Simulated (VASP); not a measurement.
# CdF2 in VASP: further runs

The runs below take CdF2 through single point, with PBEsol.

All numbers are computed with VASP 6.6.1; they aren't measurements. Logs are shortened: lines on timing, memory, paths and dates and some standing lists are left out, and cuts for length are marked.

## (1) The cell of the first run

The typed cell holds 3 atoms: a = 3.810 Å, b = 3.810 Å, c = 3.810 Å, α = 60.00°, β = 60.00°, γ = 60.00°.

## (2) Single point, PBEsol (one atom moved)

File INCAR:

```
ALGO     = Normal         # electronic algorithm
EDIFF    = 1E-6           # SCF threshold, eV
ENCUT    = 520            # plane-wave cutoff, eV
GGA      = PS             # functional
ISIF     = 2              # what is computed and relaxed
ISMEAR   = 0              # smearing method
LASPH    = T              # aspherical terms in the spheres
LCHARG   = F              # write CHGCAR
LREAL    = F              # projectors in reciprocal space
LWAVE    = F              # write WAVECAR
NBANDS   = 20             # bands
NELM     = 80             # most SCF steps
PREC     = Accurate       # precision mode
SIGMA    = 0.02           # smearing width, eV
```

File KPOINTS:

```
k-points
0
Gamma
  8 8 8
```

File POSCAR:

```
CdF2
1.0
    0.0000000000      2.6940000000      2.6940000000
    2.6940000000      0.0000000000      2.6940000000
    2.6940000000      2.6940000000      0.0000000000
Cd F
1 2
Direct
    0.0000000000      0.0000000000      0.0000000000
    0.2371195249      0.2561247216      0.2585152190
    0.7500000000      0.7500000000      0.7500000000
```

Potentials or basis: VASP PAW PBE potentials, release 64 (Cd, F).

Run with:

```sh
$ cat potpaw_PBE.64/Cd/POTCAR potpaw_PBE.64/F/POTCAR > POTCAR
$ mpirun -np 1 vasp_std > vasp.out
```

OUTCAR:

```text
EDIFF = 1E-6
   ENCUT = 520
   GGA = PS
   ISIF = 2
   ISMEAR = 0
   LASPH = T
   LREAL = F
   NELM = 80
   PREC = Accurate

 ion  position               nearest neighbor table
   1  0.000  0.000  0.000-   2 2.31   2 2.31   3 2.33   3 2.33   3 2.33   3 2.33   2 2.34   2 2.37

   2  0.237  0.256  0.259-   1 2.31   1 2.31   1 2.34   1 2.37
   3  0.750  0.750  0.750-   1 2.33   1 2.33   1 2.33   1 2.33

  LATTYP: Found a face centered cubic cell.
 ALAT       =     5.3880000000

  Lattice vectors:

 A1 = (   0.0000000000,   2.6940000000,   2.6940000000)
 A2 = (   2.6940000000,   0.0000000000,   2.6940000000)
 A3 = (   2.6940000000,   2.6940000000,   0.0000000000)

Analysis of symmetry for initial positions (statically):
=====================================================================
 Subroutine PRICEL returns:
 Original cell was already a primitive cell.

 Routine SETGRP: Setting up the symmetry group for a
 face centered cubic supercell.

 Subroutine GETGRP returns: Found  1 space group operations
 (whereof  1 operations were pure point group operations)
 out of a pool of 48 trial point group operations.

The static configuration has the point symmetry C_1 .

Analysis of symmetry for dynamics (positions and initial velocities):
=====================================================================
 Subroutine PRICEL returns:
 Original cell was already a primitive cell.

 Routine SETGRP: Setting up the symmetry group for a
 face centered cubic supercell.

 Subroutine GETGRP returns: Found  1 space group operations
 (whereof  1 operations were pure point group operations)
 out of a pool of 48 trial point group operations.

The dynamic configuration has the point symmetry C_1 .

 Subroutine INISYM returns: Found  1 space group operations
 (whereof  1 operations are pure point group operations),
 and found     1 'primitive' translations

----------------------------------------------------------------------------------------

                                     Primitive cell

  volume of cell :      39.1041

  direct lattice vectors                    reciprocal lattice vectors
     0.000000000  2.694000000  2.694000000    -0.185597624  0.185597624  0.185597624
     2.694000000  0.000000000  2.694000000     0.185597624 -0.185597624  0.185597624
     2.694000000  2.694000000  0.000000000     0.185597624  0.185597624 -0.185597624

  length of vectors
     3.809891337  3.809891337  3.809891337     0.321464515  0.321464515  0.321464515

  position of ions in fractional coordinates (direct lattice)
     0.000000000  0.000000000  0.000000000
     0.237119525  0.256124722  0.258515219
     0.750000000  0.750000000  0.750000000

  ion indices of the primitive-cell ions
   primitive index   ion index
                 1           1
                 2           2
                 3           3

----------------------------------------------------------------------------------------

 KPOINTS: k-points

Automatic generation of k-mesh.
 Grid dimensions read from file:
 generate k-points for:    8    8    8

 Generating k-lattice:

  Cartesian coordinates                     Fractional coordinates (reciprocal lattice)
    -0.023199703  0.023199703  0.023199703     0.125000000  0.000000000  0.000000000
     0.023199703 -0.023199703  0.023199703     0.000000000  0.125000000  0.000000000
     0.023199703  0.023199703 -0.023199703     0.000000000  0.000000000  0.125000000

  Length of vectors
     0.040183064  0.040183064  0.040183064

  Shift w.r.t. Gamma in fractional coordinates (k-lattice)
     0.000000000  0.000000000  0.000000000

 Subroutine IBZKPT returns following result:
 ===========================================

 Found    260 irreducible k-points:

 Following reciprocal coordinates:
            Coordinates               Weight
  0.000000  0.000000  0.000000      1.000000
  0.125000  0.000000  0.000000      2.000000
  0.000000  0.125000  0.000000      2.000000
  0.000000  0.000000  0.125000      2.000000
  0.125000  0.125000  0.125000      2.000000
  0.250000  0.000000  0.000000      2.000000
[... 16 lines left out ...]
  0.125000  0.000000  0.250000      2.000000
  0.125000  0.125000 -0.125000      2.000000
 [... further k-points ...]
   k-points           NKPTS =    260   k-points in BZ     NKDIM =    260   number of bands    NBANDS=     20
   number of dos      NEDOS =    301   number of ions     NIONS =      3
   total plane-waves  NPLWV =  21952
   dimension x,y,z NGX =    28 NGY =   28 NGZ =   28
   dimension x,y,z NGXF=    56 NGYF=   56 NGZF=   56
   ions per type =               1   2
   NGX,Y,Z   is equivalent  to a cutoff of  12.22, 12.22, 12.22 a.u.
   NGXF,Y,Z  is equivalent  to a cutoff of  24.44, 24.44, 24.44 a.u.
 SYSTEM =  unknown system
   PREC   = accura    normal or accurate (medium, high low for compatibility)
   ISTART =      0    job   : 0-new  1-cont  2-samecut
   ICHARG =      2    charge: 1-file 2-atom 10-const
   ISPIN  =      1    spin polarized calculation?
   LNONCOLLINEAR =      F non collinear calculations
   LSORBIT =      F    spin-orbit coupling
   LASPH  =      T    aspherical Exc in radial PAW
   ENCUT  =  520.0 eV  38.22 Ry    6.18 a.u.   7.08  7.08  7.08*2*pi/ulx,y,z
   NELM   =     80;   NELMIN=  2; NELMDL= -5     # of ELM steps
   EDIFF  = 0.1E-05   stopping-criterion for ELM
   LREAL  =      F    real-space projection
   EDIFFG = 0.1E-04   stopping-criterion for IOM
   NSW    =      0    number of steps for IOM
   IBRION =     -1    ionic relax: 0-MD 1-quasi-New 2-CG
   NFREE  =      0    steps in history (QN), initial steepest desc. (CG)
   ISIF   =      2    stress and relaxation
   ISYM   =      2    0-nonsym 1-usesym 2-fastsym
   POTIM  = 0.5000    time-step for ionic-motion
   TEBEG  =    0.0;   TEEND  =   0.0 temperature during run
   PSTRESS=    0.0 pullay stress
   NELECT =      26.0000    total number of electrons
   NUPDOWN=      -1.0000    fix difference up-down
   EMIN   =  10.00;   EMAX   =-10.00  energy-range for DOS
   EFERMI =   0.00;   METHOD = LEGACY
   ISMEAR =     0;   SIGMA  =   0.02  broadening in eV -4-tet -1-fermi 0-gaus
   EFERMI_NEDOS =   21; number of points for ismear=-14 and -15
   IALGO  =     38    algorithm
   IMIX   =      4    mixing-type and parameters
     AMIX     =   0.40;   BMIX     =  1.00
     AMIX_MAG =   1.60;   BMIX_MAG =  1.00
  volume/ion in A,a.u.               =      13.03        87.96
  Fermi-wavevector in a.u.,A,eV,Ry     =   1.428867  2.700166 27.778468  2.041660
  Thomas-Fermi vector in A             =   2.548882
   LORBIT       =      0    0 simple, 1 ext, 2 COOP (PROOUT), +10 PAW based schemes
   GGA     = PS    functional components
   LHFCALC =     F    Hartree Fock is set to
   AEXX    =    0.0000 exact exchange contribution
   IVDW    =     0    specifies the selected vdW correction
   LEPSILON=     F    determine dielectric tensor
   LRPA    =     F    only Hartree local field effects (RPA)
 non-spin polarized calculation
 Gauss-broadening in eV      SIGMA  =   0.02
  energy-cutoff  :      520.00
  volume of cell :       39.10
 maximum number of plane-waves:      1067
   NGX = 15   NGY = 15   NGZ = 15

 number of electron      26.0000001 magnetization

 Free energy of the ion-electron system (eV)
  ---------------------------------------------------
  ext. energy  EPLUGINS =         0.00000000
  ---------------------------------------------------
  free energy    TOTEN  =       -11.58851896 eV

  energy without entropy =      -11.58851896  energy(sigma->0) =      -11.58851896

 E-fermi :  -1.3507     XC(G=0): -10.7077

 val. band max:       -1.4431140272   @ k =  -0.2500   0.5000   0.2500
 cond. band min:       1.4599546251   @ k =   0.0000   0.0000   0.0000
 fundamental gap:      2.9030686523
 Fermi energy:        -1.3507285030

 k-point     1 :       0.0000    0.0000    0.0000
  band No.  band energies     occupation
      1     -22.1619      2.00000
      2     -21.0243      2.00000
      3      -7.1006      2.00000
      4      -7.0782      2.00000
      5      -7.0372      2.00000
      6      -5.8210      2.00000
[... 12 lines left out ...]
     19      18.2208      0.00000
     20      18.2273      0.00000

 k-point     2 :       0.1250    0.0000    0.0000
  band No.  band energies     occupation
      1     -22.1113      2.00000
      2     -21.0684      2.00000
      3      -7.0423      2.00000
      4      -7.0211      2.00000
      5      -6.8737      2.00000
      6      -5.8382      2.00000
[... 12 lines left out ...]
     19      17.8236      0.00000
     20      17.8339      0.00000

 k-point     3 :       0.0000    0.1250    0.0000
  band No.  band energies     occupation
      1     -22.1102      2.00000
      2     -21.0694      2.00000
      3      -7.0261      2.00000
      4      -6.9843      2.00000
      5      -6.9111      2.00000
      6      -5.8404      2.00000
[... 12 lines left out ...]
     19      17.8196      0.00000
     20      17.8531      0.00000

 k-point     4 :       0.0000    0.0000    0.1250
  band No.  band energies     occupation
      1     -22.1101      2.00000
      2     -21.0695      2.00000
      3      -7.0196      2.00000
      4      -6.9833      2.00000
      5      -6.9167      2.00000
      6      -5.8407      2.00000
[... 12 lines left out ...]
     19      17.8205      0.00000
     20      17.8521      0.00000

 k-point     5 :       0.1250    0.1250    0.1250
  band No.  band energies     occupation
      1     -22.1106      2.00000
      2     -21.0691      2.00000
      3      -7.0383      2.00000
      4      -6.9959      2.00000
      5      -6.8938      2.00000
      6      -5.8397      2.00000
[... 12 lines left out ...]
     19      17.8189      0.00000
     20      17.8508      0.00000
[... 353 lines left out ...]
      6      -5.9902      2.00000
[... 12 lines left out ...]
     19      18.1481      0.00000
     20      19.1689      0.00000

 k-point    22 :       0.0000    0.2500    0.1250
  band No.  band energies     occupation
      1     -21.9891      2.00000
      2     -21.1746      2.00000
      3      -6.8735      2.00000
      4      -6.8315      2.00000
      5      -6.5183      2.00000
      6      -5.9959      2.00000
[... 12 lines left out ...]
     19      18.1569      0.00000
     20      19.2081      0.00000

 k-point    23 :       0.1250    0.0000    0.2500
  band No.  band energies     occupation
      1     -21.9882      2.00000
      2     -21.1753      2.00000
      3      -6.8559      2.00000
      4      -6.8314      2.00000
      5      -6.5166      2.00000
      6      -5.9971      2.00000
[... 12 lines left out ...]
     19      18.1202      0.00000
     20      19.1775      0.00000

 k-point    24 :       0.1250    0.1250   -0.1250
  band No.  band energies     occupation
      1     -21.9887      2.00000
      2     -21.1748      2.00000
      3      -6.8572      2.00000
      4      -6.8366      2.00000
      5      -6.5180      2.00000
      6      -5.9968      2.00000
[... 12 lines left out ...]
     19      18.1354      0.00000
     20      19.2000      0.00000

 [... further k-points ...]

------------------------ aborting loop because EDIFF is reached ----------------------------------------

  FORCE on cell =-STRESS in cart. coord.  units (eV):
  Direction    XX          YY          ZZ          XY          YZ          ZX
  --------------------------------------------------------------------------------------
  -------------------------------------------------------------------------------------
  Total        0.1531031      0.1440960      0.1454251      0.0365562     -0.0833930      0.0211377
  in kB        6.2729501      5.9039117      5.9583668      1.4977833     -3.4167838      0.8660532
  external PRESSURE =       6.0450762 kB  Pullay stress =       0.0000000 kB

 VOLUME and BASIS-vectors are now :
 -----------------------------------------------------------------------------
  energy-cutoff  :      520.00
  volume of cell :       39.10
      direct lattice vectors                 reciprocal lattice vectors
     0.000000000  2.694000000  2.694000000    -0.185597624  0.185597624  0.185597624
     2.694000000  0.000000000  2.694000000     0.185597624 -0.185597624  0.185597624
     2.694000000  2.694000000  0.000000000     0.185597624  0.185597624 -0.185597624

 POSITION                                       TOTAL-FORCE (eV/Angst)
 -----------------------------------------------------------------------------------
      0.00000      0.00000      0.00000         0.102705     -0.021819     -0.042811
      1.38644      1.33524      1.32880        -0.179607      0.045127      0.078455
      4.04100      4.04100      4.04100         0.076901     -0.023307     -0.035645
 -----------------------------------------------------------------------------------
    total drift:                               -0.000105     -0.000009      0.000228

  FREE ENERGIE OF THE ION-ELECTRON SYSTEM (eV)
  ---------------------------------------------------
  free  energy   TOTEN  =       -11.5885189554 eV

  energy  without entropy=      -11.5885189554  energy(sigma->0) =      -11.58851896
```

Run time: 69 s. Hardware: 1 thread of Intel Xeon 6975P-C (Granite Rapids), shared host; peak memory 0.29 GiB.

What came out:

```
Free energy            : -11.5885 eV
Pressure               : 0.6 GPa
Largest force          : 0.201 eV/Å
Band gap on the k mesh : 2.90 eV (least direct gap 3.36 eV)
```

Forces in eV/Å, atoms in the order of the input:
```
Cd   0.103 -0.022 -0.043
F   -0.180  0.045  0.078
F    0.077 -0.023 -0.036
```

Stress tensor (GPa, compression positive):
```
 0.63  0.15  0.09
 0.15  0.59 -0.34
 0.09 -0.34  0.60
```

Caveat: the cell differs from its parent crystal (one atom moved); the PAW data sets were made with another functional, which shifts forces and pressure a little. A k mesh can miss the band edges.

[end of part 1 of 2]
